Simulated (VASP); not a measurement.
# ZnS (P6_3mc) in VASP: notebook

Runs on ZnS. Level: LDA. Tasks: relaxation of cell and atoms.

All numbers are computed with VASP 6.6.1; they aren't measurements. Logs are shortened: lines on timing, memory, paths and dates and some standing lists are left out, and cuts for length are marked.

### 1 The cell of the first run

It takes space group P6_3mc (No. 186, hexagonal). Conventional cell: a = 3.738 Å, b = 3.738 Å, c = 6.143 Å, α = 90.00°, β = 90.00°, γ = 120.00°. Within 3.0 Å of Zn (site symmetry 3m) lie 4 S at 2.29 to 2.30 Å. S (site symmetry 3m) has 4 Zn at 2.29 to 2.30 Å within 3.0 Å.

### 2 Relaxation of cell and atoms, LDA, target pressure 10 GPa, at which the enthalpy is minimised

INCAR reads:

```
SYSTEM = ZnS
PREC = Accurate ; ENCUT = 600
EDIFF = 1E-7 ; ISMEAR = 0
SIGMA = 0.01 ; LREAL = .FALSE.
LASPH = .TRUE. ; NELM = 60
ALGO = Normal ; ISIF = 3
LWAVE = .FALSE. ; LCHARG = .FALSE.
GGA = CA ; IBRION = 2
NSW = 100 ; EDIFFG = -0.002
PSTRESS = 100.0
```

KPOINTS reads:

```
Automatic mesh
0
G
  6 6 4
  0 0 0
```

POSCAR reads:

```
ZnS
1.0
    3.7382251180      0.0000000000      0.0000000000
   -1.8691125590      3.2373979173      0.0000000000
    0.0000000000      0.0000000000      6.1430235041
Zn S
2 2
Direct
    0.3333333333      0.6666666667      0.0055916599
    0.6666666667      0.3333333333      0.5055916599
    0.3333333333      0.6666666667      0.3794083401
    0.6666666667      0.3333333333      0.8794083401
```

Potentials or basis: VASP PAW LDA potentials, release 64 (Zn, S).

Launch:

```bash
cat potpaw_LDA.64/Zn/POTCAR potpaw_LDA.64/S/POTCAR > POTCAR
mpirun -np 1 vasp_std > vasp.out
```

OUTCAR:

```text
SYSTEM = ZnS
   PREC = Accurate
   ENCUT = 600
   EDIFF = 1E-7
   ISMEAR = 0
   LREAL = .FALSE.
   LASPH = .TRUE.
   NELM = 60
   ISIF = 3
   GGA = CA
   IBRION = 2
   NSW = 100
   EDIFFG = -0.002
   PSTRESS = 100.0

 ion  position               nearest neighbor table
   1  0.333  0.667  0.006-   4 2.29   4 2.29   4 2.29   3 2.30
   2  0.667  0.333  0.506-   3 2.29   3 2.29   3 2.29   4 2.30
   3  0.333  0.667  0.379-   2 2.29   2 2.29   2 2.29   1 2.30
   4  0.667  0.333  0.879-   1 2.29   1 2.29   1 2.29   2 2.30

  LATTYP: Found a hexagonal cell.
 ALAT       =     3.7382251180
 C/A-ratio  =     1.6432995098

  Lattice vectors:

 A1 = (   3.7382251180,   0.0000000000,   0.0000000000)
 A2 = (  -1.8691125590,   3.2373979173,   0.0000000000)
 A3 = (   0.0000000000,   0.0000000000,   6.1430235041)

Analysis of symmetry for initial positions (statically):
=====================================================================
 Subroutine PRICEL returns:
 Original cell was already a primitive cell.

 Routine SETGRP: Setting up the symmetry group for a
 hexagonal supercell.

 Subroutine GETGRP returns: Found 12 space group operations
 (whereof  6 operations were pure point group operations)
 out of a pool of 24 trial point group operations.

The static configuration has the point symmetry C_3v.
 The point group associated with its full space group is C_6v.

Analysis of symmetry for dynamics (positions and initial velocities):
=====================================================================
 Subroutine PRICEL returns:
 Original cell was already a primitive cell.

 Routine SETGRP: Setting up the symmetry group for a
 hexagonal supercell.

 Subroutine GETGRP returns: Found 12 space group operations
 (whereof  6 operations were pure point group operations)
 out of a pool of 24 trial point group operations.

The dynamic configuration has the point symmetry C_3v.
 The point group associated with its full space group is C_6v.

 Subroutine INISYM returns: Found 12 space group operations
 (whereof  6 operations are pure point group operations),
 and found     1 'primitive' translations

----------------------------------------------------------------------------------------

                                     Primitive cell

  volume of cell :      74.3436

  direct lattice vectors                    reciprocal lattice vectors
     3.738225118  0.000000000  0.000000000     0.267506629  0.154445024  0.000000000
    -1.869112559  3.237397917  0.000000000     0.000000000  0.308890049  0.000000000
     0.000000000  0.000000000  6.143023504     0.000000000  0.000000000  0.162786289

  length of vectors
     3.738225118  3.738225118  6.143023504     0.308890049  0.308890049  0.162786289

  position of ions in fractional coordinates (direct lattice)
     0.333333333  0.666666667  0.005591660
     0.666666667  0.333333333  0.505591660
     0.333333333  0.666666667  0.379408340
     0.666666667  0.333333333  0.879408340

  ion indices of the primitive-cell ions
   primitive index   ion index
                 1           1
                 2           2
                 3           3
                 4           4

----------------------------------------------------------------------------------------

 KPOINTS: Automatic mesh

Automatic generation of k-mesh.
 Grid dimensions read from file:
 generate k-points for:    6    6    4

 Generating k-lattice:

  Cartesian coordinates                     Fractional coordinates (reciprocal lattice)
     0.044584438  0.025740837  0.000000000     0.166666667  0.000000000  0.000000000
     0.000000000  0.051481675  0.000000000     0.000000000  0.166666667  0.000000000
     0.000000000  0.000000000  0.040696572     0.000000000  0.000000000  0.250000000

  Length of vectors
     0.051481675  0.051481675  0.040696572

  Shift w.r.t. Gamma in fractional coordinates (k-lattice)
     0.000000000  0.000000000  0.000000000

 Subroutine IBZKPT returns following result:
 ===========================================

 Found     21 irreducible k-points:

 Following reciprocal coordinates:
            Coordinates               Weight
  0.000000  0.000000  0.000000      1.000000
  0.166667  0.000000  0.000000      6.000000
  0.333333  0.000000  0.000000      6.000000
  0.500000  0.000000  0.000000      3.000000
  0.166667  0.166667  0.000000      6.000000
  0.333333  0.166667  0.000000     12.000000
[... 13 lines left out ...]
  0.333333  0.166667  0.500000     12.000000
  0.333333  0.333333  0.500000      2.000000
   k-points           NKPTS =     21   k-points in BZ     NKDIM =     21   number of bands    NBANDS=     22
   number of dos      NEDOS =    301   number of ions     NIONS =      4
   total plane-waves  NPLWV =  45000
   dimension x,y,z NGX =    30 NGY =   30 NGZ =   50
   dimension x,y,z NGXF=    60 NGYF=   60 NGZF=  100
   ions per type =               2   2
   NGX,Y,Z   is equivalent  to a cutoff of  13.34, 13.34, 13.53 a.u.
   NGXF,Y,Z  is equivalent  to a cutoff of  26.68, 26.68, 27.06 a.u.
 SYSTEM =  ZnS
   PREC   = accura    normal or accurate (medium, high low for compatibility)
   ISTART =      0    job   : 0-new  1-cont  2-samecut
   ICHARG =      2    charge: 1-file 2-atom 10-const
   ISPIN  =      1    spin polarized calculation?
   LNONCOLLINEAR =      F non collinear calculations
   LSORBIT =      F    spin-orbit coupling
   LASPH  =      T    aspherical Exc in radial PAW
   ENCUT  =  600.0 eV  44.10 Ry    6.64 a.u.   7.47  7.47 12.27*2*pi/ulx,y,z
   NELM   =     60;   NELMIN=  2; NELMDL= -5     # of ELM steps
   EDIFF  = 0.1E-06   stopping-criterion for ELM
   LREAL  =      F    real-space projection
   EDIFFG = -.2E-02   stopping-criterion for IOM
   NSW    =    100    number of steps for IOM
   IBRION =      2    ionic relax: 0-MD 1-quasi-New 2-CG
   NFREE  =      1    steps in history (QN), initial steepest desc. (CG)
   ISIF   =      3    stress and relaxation
   ISYM   =      2    0-nonsym 1-usesym 2-fastsym
   POTIM  = 0.5000    time-step for ionic-motion
   TEBEG  =    0.0;   TEEND  =   0.0 temperature during run
   PSTRESS=  100.0 pullay stress
   NELECT =      36.0000    total number of electrons
   NUPDOWN=      -1.0000    fix difference up-down
   EMIN   =  10.00;   EMAX   =-10.00  energy-range for DOS
   EFERMI =   0.00;   METHOD = LEGACY
   ISMEAR =     0;   SIGMA  =   0.01  broadening in eV -4-tet -1-fermi 0-gaus
   EFERMI_NEDOS =   21; number of points for ismear=-14 and -15
   IALGO  =     38    algorithm
   IMIX   =      4    mixing-type and parameters
     AMIX     =   0.40;   BMIX     =  1.00
     AMIX_MAG =   1.60;   BMIX_MAG =  1.00
  volume/ion in A,a.u.               =      18.59       125.42
  Fermi-wavevector in a.u.,A,eV,Ry     =   1.285566  2.429368 22.486081  1.652680
  Thomas-Fermi vector in A             =   2.417693
   LORBIT       =      0    0 simple, 1 ext, 2 COOP (PROOUT), +10 PAW based schemes
   GGA     = CA    functional components
   LHFCALC =     F    Hartree Fock is set to
   AEXX    =    0.0000 exact exchange contribution
   IVDW    =     0    specifies the selected vdW correction
   LEPSILON=     F    determine dielectric tensor
   LRPA    =     F    only Hartree local field effects (RPA)
 conjugate gradient relaxation of ions
 non-spin polarized calculation
 Gauss-broadening in eV      SIGMA  =   0.01
  energy-cutoff  :      600.00
  volume of cell :       74.34
 maximum number of plane-waves:      2539
 NGX is ok and might be reduce to    30
   NGX = 15   NGY = 15   NGZ = 25

--------------------------------------- Ionic step        1  -------------------------------------------

 number of electron      35.9999981 magnetization

 Free energy of the ion-electron system (eV)
  ---------------------------------------------------
  ext. energy  EPLUGINS =         0.00000000
  ---------------------------------------------------
  free energy    TOTEN  =       -16.39912222 eV

  energy without entropy =      -16.39912222  energy(sigma->0) =      -16.39912222

------------------------ aborting loop because EDIFF is reached ----------------------------------------

  FORCE on cell =-STRESS in cart. coord.  units (eV):
  Direction    XX          YY          ZZ          XY          YZ          ZX
  --------------------------------------------------------------------------------------
  -------------------------------------------------------------------------------------
  Total        0.1262667      0.1262667      0.1012175      0.0000000      0.0000000      0.0000000
  in kB        2.7211707      2.7211707      2.1813350      0.0000000      0.0000000      0.0000000
  external PRESSURE =     -97.4587746 kB  Pullay stress =     100.0000000 kB

 VOLUME and BASIS-vectors are now :
 -----------------------------------------------------------------------------
  energy-cutoff  :      600.00
  volume of cell :       74.34
      direct lattice vectors                 reciprocal lattice vectors
     3.738225118  0.000000000  0.000000000     0.267506629  0.154445024  0.000000000
    -1.869112559  3.237397917  0.000000000     0.000000000  0.308890049  0.000000000
     0.000000000  0.000000000  6.143023504     0.000000000  0.000000000  0.162786289
[... 10 lines left out ...]
  FREE ENERGIE OF THE ION-ELECTRON SYSTEM (eV)
  ---------------------------------------------------
  free  energy   TOTEN  =       -16.3991222155 eV

  energy  without entropy=      -16.3991222155  energy(sigma->0) =      -16.39912222

  enthalpy is  TOTEN    =       -11.7589603681 eV   P V=        4.6401618474

--------------------------------------- Ionic step        2  -------------------------------------------

 number of electron      35.9999987 magnetization

 E-fermi :   4.5259     XC(G=0): -11.1155

 val. band max:        4.4167153752   @ k =   0.0000   0.0000   0.0000
 cond. band min:       7.4688434343   @ k =   0.0000   0.0000   0.0000
 fundamental gap:      3.0521280591
 Fermi energy:         4.5259265289

 k-point     1 :       0.0000    0.0000    0.0000
  band No.  band energies     occupation
      1     -10.6030      2.00000
      2      -9.1652      2.00000
      3      -3.3118      2.00000
      4      -3.2807      2.00000
      5      -3.2807      2.00000
      6      -3.1632      2.00000
[... 14 lines left out ...]
     21      10.3215      0.00000
     22      10.3215      0.00000
[... 769 lines left out ...]
  FREE ENERGIE OF THE ION-ELECTRON SYSTEM (eV)
  ---------------------------------------------------
  free  energy   TOTEN  =       -16.2078929232 eV

  energy  without entropy=      -16.2078929232  energy(sigma->0) =      -16.20789292

  enthalpy is  TOTEN    =       -11.9719407659 eV   P V=        4.2359521573

--------------------------------------- Ionic step        9  -------------------------------------------

 number of electron      36.0000018 magnetization

 Free energy of the ion-electron system (eV)
  ---------------------------------------------------
  ext. energy  EPLUGINS =         0.00000000
  ---------------------------------------------------
  free energy    TOTEN  =       -16.20723540 eV

  energy without entropy =      -16.20723540  energy(sigma->0) =      -16.20723540

 E-fermi :   3.5689     XC(G=0): -10.7411

 val. band max:        3.5207325079   @ k =   0.0000   0.0000   0.0000
 cond. band min:       6.1672613593   @ k =   0.0000   0.0000   0.0000
 fundamental gap:      2.6465288514
 Fermi energy:         3.5689295966

 k-point     1 :       0.0000    0.0000    0.0000
  band No.  band energies     occupation
      1     -10.8085      2.00000
      2      -9.5573      2.00000
      3      -3.7463      2.00000
      4      -3.7073      2.00000
      5      -3.7073      2.00000
      6      -3.6005      2.00000
[... 14 lines left out ...]
     21       9.5596      0.00000
     22       9.5596      0.00000
[... 520 lines left out ...]
 POSITION                                       TOTAL-FORCE (eV/Angst)
 -----------------------------------------------------------------------------------
     -0.00000      2.09043      0.03825         0.000000      0.000000     -0.000796
      1.81036      1.04521      3.02667         0.000000      0.000000     -0.000796
     -0.00000      2.09043      2.26284        -0.000000     -0.000000      0.000796
      1.81036      1.04521      5.25126        -0.000000     -0.000000      0.000796
 -----------------------------------------------------------------------------------
    total drift:                                0.000000      0.000000      0.000753

  FREE ENERGIE OF THE ION-ELECTRON SYSTEM (eV)
  ---------------------------------------------------
  free  energy   TOTEN  =       -16.2072354007 eV

  energy  without entropy=      -16.2072354007  energy(sigma->0) =      -16.20723540

  enthalpy is  TOTEN    =       -11.9719423961 eV   P V=        4.2352930046

 reached required accuracy - stopping structural energy minimisation
```

Wall time 3.5 min (1 thread of Intel Xeon Platinum 8488C (Sapphire Rapids), shared host); peak memory 0.19 GiB.

What came out:

```yaml
Free_energy: -16.2072 eV
Relaxed_volume: 16.96 Å³/atom
Relaxed_cell: a = 3.621 Å, b = 3.621 Å, c = 5.977 Å, α = 90.00°, β = 90.00°, γ = 120.00°
Space_group_after_relaxing_to_0.05_Å: P6_3mc (No. 186)
Energy_change_on_relaxing_the_enthalpy_is_what_falls: +48.0 meV/atom
Ionic_steps: 9
Pressure_after_relaxing: 10.0 GPa
Band_gap_on_the_k_mesh: 2.65 eV, direct
```

Step by step:
```
step  energy change (eV)  largest force (eV/Å)  pressure (GPa)  volume (Å³)
   1              0.0000                0.0022            0.25        74.34
   2              0.6763                0.0548           21.57        62.83
   3              0.1876                0.0276            9.84        67.93
   4              0.1953                0.0282           10.09        67.81
   5              0.1954                0.0199           10.07        67.81
   6              0.1959                0.0051           10.12        67.79
   7              0.1851                0.0066            9.77        67.97
   8              0.1912                0.0001            9.98        67.87
   9              0.1919                0.0008           10.00        67.86
```

Final structure:
```yaml
crystal:
  lattice:
    - [3.62073, 0.00000, 0.00000]
    - [-1.81036, 3.13564, 0.00000]
    - [0.00000, 0.00000, 5.97685]
  atoms:
    - { symbol: Zn, position: [0.33333, 0.66667, 0.00640] }
    - { symbol: Zn, position: [0.66667, 0.33333, 0.50640] }
    - { symbol: S, position: [0.33333, 0.66667, 0.37860] }
    - { symbol: S, position: [0.66667, 0.33333, 0.87860] }
```

Levels at points of the mesh, in eV from the valence-band top:
| k point | band 16 | band 17 | band 18 | band 19 | band 20 | band 21 |
| --- | --- | --- | --- | --- | --- | --- |
| (0.00, 0.00, 0.00) | -0.15 | 0.00 | 0.00 | 2.65 | 3.21 | 6.04 |
| (0.50, 0.00, 0.00) | -2.84 | -2.25 | -1.13 | 3.31 | 4.40 | 4.76 |
| (0.00, 0.00, 0.50) | -0.60 | -0.60 | -0.60 | 3.78 | 3.78 | 6.55 |
| (0.50, 0.00, 0.50) | -2.10 | -2.05 | -2.05 | 3.29 | 3.29 | 4.93 |

Caveat: the cell is relaxed towards a set pressure, so the enthalpy falls and the energy may rise. Zero-point motion and thermal expansion aren't in these numbers.

### 3 Relaxation of cell and atoms, LDA, target pressure 15 GPa, at which the enthalpy is minimised

INCAR reads:

```
ALGO = Normal
EDIFF = 1E-7
EDIFFG = -0.002
ENCUT = 600
IBRION = 2
ISIF = 3
ISMEAR = 0
LASPH = T
LCHARG = F
LREAL = F
LWAVE = F
NELM = 80
NSW = 100
PREC = Accurate
PSTRESS = 150.0
SIGMA = 0.01
```

KPOINTS reads:

```
k-points
0
Gamma
  6 6 4
```

POSCAR is that of step 2.

Potentials or basis: VASP PAW LDA potentials, release 64 (Zn, S).

Launch:

```bash
cat potpaw_LDA.64/Zn/POTCAR potpaw_LDA.64/S/POTCAR > POTCAR
mpirun -np 1 vasp_std > vasp.out
```

Wall time 4.8 min (1 thread of Intel Xeon Platinum 8488C (Sapphire Rapids), shared host); peak memory 0.2 GiB.

It converged, with:

```yaml
Free_energy: -16.0192 eV
Relaxed_volume: 16.36 Å³/atom
Relaxed_cell: a = 3.574 Å, b = 3.574 Å, c = 5.916 Å, α = 90.00°, β = 90.00°, γ = 120.00°
Space_group_after_relaxing_to_0.05_Å: P6_3mc (No. 186)
Energy_change_on_relaxing_the_enthalpy_is_what_falls: +95.0 meV/atom
Ionic_steps: 14
Pressure_after_relaxing: 15.0 GPa
Band_gap_on_the_k_mesh: 2.81 eV, direct
```

The path:
```csv
step,energy change (eV),largest force (eV/Å),pressure (GPa),volume (Å³)
1,0.0000,0.0022,0.25,74.34
2,1.6980,0.0991,40.23,57.42
3,0.3597,0.0404,14.55,65.66
4,0.3755,0.0414,14.88,65.49
5,0.3915,0.0423,15.27,65.32
6,0.3691,0.0272,14.74,65.55
7,0.3698,0.0276,14.78,65.55
8,0.3749,0.0168,14.90,65.49
9,0.3804,0.0052,15.03,65.43
10,0.3821,0.0020,15.03,65.41
11,0.3827,0.0007,15.08,65.40
12,0.3823,0.0013,15.04,65.41
13,0.3785,0.0013,14.97,65.45
14,0.3799,0.0003,15.01,65.43
```

Final structure:
```cif
data_structure
_symmetry_space_group_name_H-M 'P 1'
_symmetry_Int_Tables_number 1
_cell_length_a 3.5738
_cell_length_b 3.5738
_cell_length_c 5.9156
_cell_angle_alpha 90.000
_cell_angle_beta 90.000
_cell_angle_gamma 120.000
_cell_volume 65.43
loop_
_atom_site_label
_atom_site_type_symbol
_atom_site_fract_x
_atom_site_fract_y
_atom_site_fract_z
_atom_site_occupancy
Zn1 Zn 0.33333 0.66667 0.00684 1
Zn2 Zn 0.66667 0.33333 0.50684 1
S1 S 0.33333 0.66667 0.37816 1
S2 S 0.66667 0.33333 0.87816 1
```

Levels at points of the mesh, in eV from the valence-band top:
| k point | band 15 | band 16 | band 17 | band 18 | band 19 | band 20 | band 21 | band 22 |
| --- | --- | --- | --- | --- | --- | --- | --- | --- |
| (0.00, 0.00, 0.00) | -1.20 | -0.18 | 0.00 | 0.00 | 2.81 | 3.30 | 6.00 | 6.00 |
| (0.50, 0.00, 0.00) | -4.32 | -2.99 | -2.40 | -1.19 | 3.25 | 4.45 | 4.70 | 6.56 |
| (0.00, 0.00, 0.50) | -0.64 | -0.64 | -0.64 | -0.64 | 3.87 | 3.87 | 6.52 | 6.52 |
| (0.50, 0.00, 0.50) | -2.23 | -2.23 | -2.17 | -2.17 | 3.25 | 3.25 | 4.87 | 4.87 |

Caveat: the cell is relaxed towards a set pressure, so the enthalpy falls and the energy may rise.
